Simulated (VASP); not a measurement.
# Li2RuRhC6N6 (Fm-3m) in VASP: notebook

The runs below take Li2RuRhC6N6 through single point, with PBE.

Program: VASP 6.6.1. These are calculated values, not measurements. Logs are shortened: lines on timing, memory, paths and dates and some standing lists are left out, and cuts for length are marked.

### 1 The cell of the first run

Symmetry: Fm-3m, No. 225, cubic system. Conventional cell: a = 10.147 Å, b = 10.147 Å, c = 10.147 Å, α = 90.00°, β = 90.00°, γ = 90.00°. Li (site symmetry -43m) has 12 N at 3.63 Å and 12 C at 3.64 Å and 4 Ru at 4.39 Å and 4 Rh at 4.39 Å within 4.8 Å. Ru (site symmetry m-3m) has 6 C at 1.90 Å within 2.5 Å. Rh (site symmetry m-3m) has 6 N at 2.01 Å within 2.7 Å. C (site symmetry 4mm) has 1 N at 1.17 Å within 1.6 Å. Within 1.6 Å of N (site symmetry 4mm) lie 1 C at 1.17 Å.

### 2 Single point, PBE, collinear spin, ferromagnetic start

File INCAR:

```
  PREC = Accurate
  ENCUT = 520
  EDIFF = 1E-6
  ISMEAR = 0
  SIGMA = 0.1
  LREAL = Auto
  LASPH = True
  NELM = 150
  ALGO = Normal
  ISIF = 2
  LWAVE = False
  LCHARG = False
  ISPIN = 2
  MAGMOM = 0 0 1 1 0 0 0 0 0 0 0 0 0 0 0 0
  LORBIT = 11
  LMAXMIX = 4
  GGA = PE
  NBANDS = 62
```

File KPOINTS:

```
regular mesh
0
Gamma
  4 4 4
```

File POSCAR:

```
Li2RuRhC6N6
1.0
    0.0000000000      5.0735000000      5.0735000000
    5.0735000000      0.0000000000      5.0735000000
    5.0735000000      5.0735000000      0.0000000000
Li Ru Rh C N
2 1 1 6 6
Direct
    0.2500000000      0.2500000000      0.2500000000
    0.7500000000      0.7500000000      0.7500000000
    0.0000000000      0.0000000000      0.0000000000
    0.5000000000      0.5000000000      0.5000000000
    0.8131467400      0.1868532600      0.1868532600
    0.1868532600      0.8131467400      0.1868532600
    0.1868532600      0.1868532600      0.8131467400
    0.1868532600      0.8131467400      0.8131467400
    0.8131467400      0.1868532600      0.8131467400
    0.8131467400      0.8131467400      0.1868532600
    0.6978417300      0.3021582700      0.3021582700
    0.3021582700      0.6978417300      0.3021582700
    0.3021582700      0.3021582700      0.6978417300
    0.3021582700      0.6978417300      0.6978417300
    0.6978417300      0.3021582700      0.6978417300
    0.6978417300      0.6978417300      0.3021582700
```

Potentials or basis: VASP PAW PBE potentials, release 64 (Li_sv, Ru_pv, Rh_pv, C, N).

On the command line:

```sh
$ cat potpaw_PBE.64/Li_sv/POTCAR potpaw_PBE.64/Ru_pv/POTCAR potpaw_PBE.64/Rh_pv/POTCAR potpaw_PBE.64/C/POTCAR potpaw_PBE.64/N/POTCAR > POTCAR
$ mpirun -np 1 vasp_std > vasp.out
```

OUTCAR:

```text
PREC = Accurate
   ENCUT = 520
   EDIFF = 1E-6
   ISMEAR = 0
   LREAL = Auto
   LASPH = True
   NELM = 150
   ISIF = 2
   ISPIN = 2
   LORBIT = 11
   GGA = PE

 ion  position               nearest neighbor table
   1  0.250  0.250  0.250-
   2  0.750  0.750  0.750-
   3  0.000  0.000  0.000-   5 1.90   6 1.90   7 1.90   8 1.90   9 1.90  10 1.90
   4  0.500  0.500  0.500-  11 2.01  12 2.01  13 2.01  14 2.01  15 2.01  16 2.01
   5  0.813  0.187  0.187-  11 1.17   3 1.90
   6  0.187  0.813  0.187-  12 1.17   3 1.90
   7  0.187  0.187  0.813-  13 1.17   3 1.90
   8  0.187  0.813  0.813-  14 1.17   3 1.90
   9  0.813  0.187  0.813-  15 1.17   3 1.90
  10  0.813  0.813  0.187-  16 1.17   3 1.90
  11  0.698  0.302  0.302-   5 1.17   4 2.01
  12  0.302  0.698  0.302-   6 1.17   4 2.01
  13  0.302  0.302  0.698-   7 1.17   4 2.01
  14  0.302  0.698  0.698-   8 1.17   4 2.01
  15  0.698  0.302  0.698-   9 1.17   4 2.01
  16  0.698  0.698  0.302-  10 1.17   4 2.01

  LATTYP: Found a face centered cubic cell.
 ALAT       =    10.1470000000

  Lattice vectors:

 A1 = (   0.0000000000,   5.0735000000,   5.0735000000)
 A2 = (   5.0735000000,   0.0000000000,   5.0735000000)
 A3 = (   5.0735000000,   5.0735000000,   0.0000000000)

Analysis of symmetry for initial positions (statically):
=====================================================================
 Subroutine PRICEL returns:
 Original cell was already a primitive cell.

 Routine SETGRP: Setting up the symmetry group for a
 face centered cubic supercell.

 Subroutine GETGRP returns: Found 48 space group operations
 (whereof 48 operations were pure point group operations)
 out of a pool of 48 trial point group operations.

The static configuration has the point symmetry O_h .

Analysis of symmetry for dynamics (positions and initial velocities):
=====================================================================
 Subroutine PRICEL returns:
 Original cell was already a primitive cell.

 Routine SETGRP: Setting up the symmetry group for a
 face centered cubic supercell.

 Subroutine GETGRP returns: Found 48 space group operations
 (whereof 48 operations were pure point group operations)
 out of a pool of 48 trial point group operations.

The dynamic configuration has the point symmetry O_h .

Analysis of structural, dynamic, and magnetic symmetry:
=====================================================================
 Subroutine PRICEL returns:
 Original cell was already a primitive cell.

 Routine SETGRP: Setting up the symmetry group for a
 face centered cubic supercell.

 Subroutine GETGRP returns: Found 48 space group operations
 (whereof 48 operations were pure point group operations)
 out of a pool of 48 trial point group operations.

The overall configuration has the point symmetry O_h .

 Subroutine INISYM returns: Found 48 space group operations
 (whereof 48 operations are pure point group operations),
 and found     1 'primitive' translations

----------------------------------------------------------------------------------------

                                     Primitive cell

  volume of cell :     261.1879

  direct lattice vectors                    reciprocal lattice vectors
     0.000000000  5.073500000  5.073500000    -0.098551296  0.098551296  0.098551296
     5.073500000  0.000000000  5.073500000     0.098551296 -0.098551296  0.098551296
     5.073500000  5.073500000  0.000000000     0.098551296  0.098551296 -0.098551296

  length of vectors
     7.175012509  7.175012509  7.175012509     0.170695852  0.170695852  0.170695852

  position of ions in fractional coordinates (direct lattice)
     0.250000000  0.250000000  0.250000000
     0.750000000  0.750000000  0.750000000
     0.000000000  0.000000000  0.000000000
     0.500000000  0.500000000  0.500000000
     0.813146740  0.186853260  0.186853260
     0.186853260  0.813146740  0.186853260
[... 8 lines left out ...]
     0.697841730  0.302158270  0.697841730
     0.697841730  0.697841730  0.302158270

  ion indices of the primitive-cell ions
   primitive index   ion index
                 1           1
                 2           2
                 3           3
                 4           4
                 5           5
                 6           6
[... 8 lines left out ...]
                15          15
                16          16

----------------------------------------------------------------------------------------

 KPOINTS: regular mesh

Automatic generation of k-mesh.
 Grid dimensions read from file:
 generate k-points for:    4    4    4

 Generating k-lattice:

  Cartesian coordinates                     Fractional coordinates (reciprocal lattice)
    -0.024637824  0.024637824  0.024637824     0.250000000  0.000000000  0.000000000
     0.024637824 -0.024637824  0.024637824     0.000000000  0.250000000  0.000000000
     0.024637824  0.024637824 -0.024637824     0.000000000  0.000000000  0.250000000

  Length of vectors
     0.042673963  0.042673963  0.042673963

  Shift w.r.t. Gamma in fractional coordinates (k-lattice)
     0.000000000  0.000000000  0.000000000

 Subroutine IBZKPT returns following result:
 ===========================================

 Found      8 irreducible k-points:

 Following reciprocal coordinates:
            Coordinates               Weight
  0.000000  0.000000  0.000000      1.000000
  0.250000  0.000000  0.000000      8.000000
  0.500000  0.000000  0.000000      4.000000
  0.250000  0.250000  0.000000      6.000000
  0.500000  0.250000  0.000000     24.000000
 -0.250000  0.250000  0.000000     12.000000
  0.500000  0.500000  0.000000      3.000000
 -0.250000  0.500000  0.250000      6.000000
   k-points           NKPTS =      8   k-points in BZ     NKDIM =      8   number of bands    NBANDS=     62
   number of dos      NEDOS =    301   number of ions     NIONS =     16
   total plane-waves  NPLWV = 157464
   dimension x,y,z NGX =    54 NGY =   54 NGZ =   54
   dimension x,y,z NGXF=   108 NGYF=  108 NGZF=  108
   ions per type =               2   1   1   6   6
   NGX,Y,Z   is equivalent  to a cutoff of  12.51, 12.51, 12.51 a.u.
   NGXF,Y,Z  is equivalent  to a cutoff of  25.02, 25.02, 25.02 a.u.
 SYSTEM =  unknown system
   PREC   = accura    normal or accurate (medium, high low for compatibility)
   ISTART =      0    job   : 0-new  1-cont  2-samecut
   ICHARG =      2    charge: 1-file 2-atom 10-const
   ISPIN  =      2    spin polarized calculation?
   LNONCOLLINEAR =      F non collinear calculations
   LSORBIT =      F    spin-orbit coupling
   LASPH  =      T    aspherical Exc in radial PAW
   ENCUT  =  520.0 eV  38.22 Ry    6.18 a.u.  13.34 13.34 13.34*2*pi/ulx,y,z
   NELM   =    150;   NELMIN=  2; NELMDL= -5     # of ELM steps
   EDIFF  = 0.1E-05   stopping-criterion for ELM
   LREAL  =      T    real-space projection
   EDIFFG = 0.1E-04   stopping-criterion for IOM
   NSW    =      0    number of steps for IOM
   IBRION =     -1    ionic relax: 0-MD 1-quasi-New 2-CG
   NFREE  =      0    steps in history (QN), initial steepest desc. (CG)
   ISIF   =      2    stress and relaxation
   ISYM   =      2    0-nonsym 1-usesym 2-fastsym
   POTIM  = 0.5000    time-step for ionic-motion
   TEBEG  =    0.0;   TEEND  =   0.0 temperature during run
   PSTRESS=    0.0 pullay stress
   NELECT =      89.0000    total number of electrons
   NUPDOWN=      -1.0000    fix difference up-down
   EMIN   =  10.00;   EMAX   =-10.00  energy-range for DOS
   EFERMI =   0.00;   METHOD = LEGACY
   ISMEAR =     0;   SIGMA  =   0.10  broadening in eV -4-tet -1-fermi 0-gaus
   EFERMI_NEDOS =   21; number of points for ismear=-14 and -15
   IALGO  =     38    algorithm
   IMIX   =      4    mixing-type and parameters
     AMIX     =   0.40;   BMIX     =  1.00
     AMIX_MAG =   1.60;   BMIX_MAG =  1.00
  volume/ion in A,a.u.               =      16.32       110.16
  Fermi-wavevector in a.u.,A,eV,Ry     =   1.143459  2.160824 17.789589  1.307498
  Thomas-Fermi vector in A             =   2.280154
   LORBIT       =     11    0 simple, 1 ext, 2 COOP (PROOUT), +10 PAW based schemes
   GGA     = PE    functional components
   LHFCALC =     F    Hartree Fock is set to
   AEXX    =    0.0000 exact exchange contribution
   IVDW    =     0    specifies the selected vdW correction
   LEPSILON=     F    determine dielectric tensor
   LRPA    =     F    only Hartree local field effects (RPA)
 spin polarized calculation
 Gauss-broadening in eV      SIGMA  =   0.10
  energy-cutoff  :      520.00
  volume of cell :      261.19
 maximum number of plane-waves:      7060
 NGX is ok and might be reduce to    54
   NGX = 27   NGY = 27   NGZ = 27

 number of electron      89.0000020 magnetization       0.1210457

 number of electron      89.0000019 magnetization      -0.5599286

 Free energy of the ion-electron system (eV)
  ---------------------------------------------------
  ext. energy  EPLUGINS =         0.00000000
  ---------------------------------------------------
  free energy    TOTEN  =      -120.81888539 eV

  energy without entropy =     -120.78259338  energy(sigma->0) =     -120.80073939

 E-fermi :   3.8017     XC(G=0):  -7.9830

 val. band max:        3.7199364178   @ k =   0.2500   0.2500   0.0000
 cond. band min:       3.8206068858   @ k =  -0.2500   0.2500   0.0000
 fundamental gap:      0.1006704680
 Fermi energy:         3.8017194508

 spin component 1

 k-point     1 :       0.0000    0.0000    0.0000
  band No.  band energies     occupation
      1     -47.0600      1.00000
      2     -47.0599      1.00000
      3     -45.2305      1.00000
      4     -45.2305      1.00000
      5     -45.2305      1.00000
      6     -41.2291      1.00000
[... 461 lines left out ...]
     55       6.0783      0.00000
     56       6.0783      0.00000
 Fermi energy:         3.8017194508

 spin component 2

 k-point     1 :       0.0000    0.0000    0.0000
  band No.  band energies     occupation
      1     -47.0604      1.00000
      2     -47.0603      1.00000
      3     -45.6002      1.00000
      4     -45.6002      1.00000
      5     -45.6002      1.00000
      6     -41.2389      1.00000
[... 461 lines left out ...]
     55       6.0599      0.00000
     56       6.0599      0.00000
 [bands above 56 left out]

------------------------ aborting loop because EDIFF is reached ----------------------------------------

  FORCE on cell =-STRESS in cart. coord.  units (eV):
  Direction    XX          YY          ZZ          XY          YZ          ZX
  --------------------------------------------------------------------------------------
  -------------------------------------------------------------------------------------
  Total       15.7318590     15.7318590     15.7318590      0.0000000      0.0000000      0.0000000
  in kB       96.5022941     96.5022941     96.5022941      0.0000000      0.0000000      0.0000000
  external PRESSURE =      96.5022941 kB  Pullay stress =       0.0000000 kB

 VOLUME and BASIS-vectors are now :
 -----------------------------------------------------------------------------
  energy-cutoff  :      520.00
  volume of cell :      261.19
      direct lattice vectors                 reciprocal lattice vectors
     0.000000000  5.073500000  5.073500000    -0.098551296  0.098551296  0.098551296
     5.073500000  0.000000000  5.073500000     0.098551296 -0.098551296  0.098551296
     5.073500000  5.073500000  0.000000000     0.098551296  0.098551296 -0.098551296

 POSITION                                       TOTAL-FORCE (eV/Angst)
 -----------------------------------------------------------------------------------
      2.53675      2.53675      2.53675        -0.000000      0.000000     -0.000000
      7.61025      7.61025      7.61025        -0.000000      0.000000      0.000000
      0.00000      0.00000      0.00000        -0.000000      0.000000     -0.000000
      5.07350      5.07350      5.07350        -0.000000      0.000000     -0.000000
      1.89600      5.07350      5.07350         1.743816      0.000000      0.000000
      5.07350      1.89600      5.07350        -0.000000      1.743816      0.000000
[... 8 lines left out ...]
      5.07350      7.08100      5.07350        -0.000000     -0.657333      0.000000
      5.07350      5.07350      7.08100        -0.000000      0.000000     -0.657333
 -----------------------------------------------------------------------------------
    total drift:                                0.000000      0.000000      0.000000

  FREE ENERGIE OF THE ION-ELECTRON SYSTEM (eV)
  ---------------------------------------------------
  free  energy   TOTEN  =      -120.8188853949 eV

  energy  without entropy=     -120.7825933823  energy(sigma->0) =     -120.80073939

 total charge

# of ion       s       p       d       tot
------------------------------------------
    1        1.998   0.003   0.000   2.001
    2        1.998   0.003   0.000   2.001
    3        0.497   6.701   6.320  13.519
    4        0.365   6.415   7.020  13.800
    5        0.964   1.668   0.000   2.632
    6        0.964   1.668   0.000   2.632
[... 8 lines left out ...]
   15        1.294   2.619   0.000   3.912
   16        1.294   2.619   0.000   3.912
--------------------------------------------------
tot         18.406  38.840  13.341  70.587

 magnetization (x)

# of ion       s       p       d       tot
------------------------------------------
    1       -0.000  -0.000   0.000  -0.000
    2       -0.000  -0.000   0.000  -0.000
    3       -0.000  -0.001  -0.010  -0.011
    4       -0.000  -0.001  -0.383  -0.385
    5       -0.003   0.001   0.000  -0.002
    6       -0.003   0.001   0.000  -0.002
[... 8 lines left out ...]
   15       -0.009  -0.013   0.000  -0.022
   16       -0.009  -0.013   0.000  -0.022
--------------------------------------------------
tot         -0.072  -0.073  -0.394  -0.538
```

Wall time 13 min (1 thread of Oxide Virtual Turin-like, shared host); peak memory 0.58 GiB.

What came out:

- Free energy: -120.8189 eV
- Largest force: 1.744 eV/Å
- Net moment: -0.56 μB per cell
- Site moments: Li -0.00; Ru -0.01; Rh -0.39; C -0.00; N -0.02 μB
- Valence electrons inside the program's atomic spheres: Li 2.00; Ru 13.52; Rh 13.80; C 2.63; N 3.91

Forces on the atoms (eV/Å):
```
Li   0.000  0.000  0.000
Li   0.000  0.000  0.000
Ru   0.000  0.000  0.000
Rh   0.000  0.000  0.000
C    1.744  0.000  0.000
C    0.000  1.744  0.000
C    0.000  0.000  1.744
C   -1.744  0.000  0.000
C    0.000 -1.744  0.000
C    0.000  0.000 -1.744
N    0.657  0.000  0.000
N    0.000  0.657  0.000
N    0.000  0.000  0.657
N   -0.657  0.000  0.000
N    0.000 -0.657  0.000
N    0.000  0.000 -0.657
```

Caveat: the cutoff is under 1.25 times the usual one of these potentials, so pressure, stress and relaxed cells hold a basis-set (Pulay) error; forces of over 1 eV/Å act on the atoms, so gaps and moduli don't describe the material at rest.

[end of part 1 of 2]
